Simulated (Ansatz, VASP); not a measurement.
**One calculation of V, two programs**

```xyz
2
Lattice="2.5596 0.0000 0.0000 -1.2798 2.2167 0.0000 0.0000 0.0000 4.5930" Properties=species:S:1:pos:R:3 pbc="T T T"
V     0.0000    1.4778    1.1483
V     1.2798    0.7389    3.4448
```

Change from the starting cell: volume scaled by 0.9405.

Alike in both runs: task single point; functional PBE; k mesh 18 × 18 × 10; occupations fermi-dirac, width 0.08 eV; collinear spin.

|  | VASP | Ansatz |
| --- | --- | --- |
| version | VASP 6.6.1 | Ansatz 0.2.0 |
| potentials or method | VASP PAW PBE potentials, release 64 (V_sv), cutoff 520 eV | all-electron LAPW, scalar-relativistic |

VASP gave:

| Item | Value |
| --- | --- |
| pressure (GPa) | 12.0 |
| traceless stress, the component that is largest in VASP (GPa) | 0.02 |
| net moment per atom (μB) | 0.00 |

Task: Which values does Ansatz return?

Result: Pressure (GPa): 11.9; traceless stress, the component that is largest in VASP (GPa): 0.06; net moment per atom (μB): 0.00.

Ansatz ran all-electron here, and VASP with PAW potentials. Ansatz's warnings: seeded moment not kept.
